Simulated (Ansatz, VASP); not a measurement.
One calculation of NaF, two programs

```
Na F
1.0
     2.90383    0.00000    0.00000
     0.00000    2.90383    0.00000
     0.00000    0.00000    2.79349
Na F
1 1
Direct
  0.00000 0.00000 0.00000
  0.50000 0.50000 0.50000
```

Change from the starting cell: biaxial_xy strain +4.0%.

Alike in both runs: task single point; functional r2SCAN; k mesh 10 × 10 × 10; no spin polarisation.

```csv
,VASP,Ansatz
version,VASP 6.6.1,Ansatz 0.2.0
potentials or method,"VASP PAW PBE potentials, release 64 (Na_pv, F)","plane waves, PAW"
plane-wave cutoff (eV),520,500
occupations,"gaussian, width 0.01 eV",fixed
valence electrons in the cell,14,16
```

VASP gave:

- gap on the k mesh at the Fermi level (eV): 6.46
- pressure (GPa): -4.4
- traceless stress, the component that is largest in VASP (GPa): 3.83

Q: Which values does Ansatz return?

A: gap on the k mesh at the Fermi level (eV): 6.41; pressure (GPa): -3.8; traceless stress, the component that is largest in VASP (GPa): 4.01.

VASP's potentials were made for PBE, not for r2SCAN. VASP's potentials hold 14 valence electrons a cell and Ansatz's 16, so a difference there can come from the potentials and not from the codes.
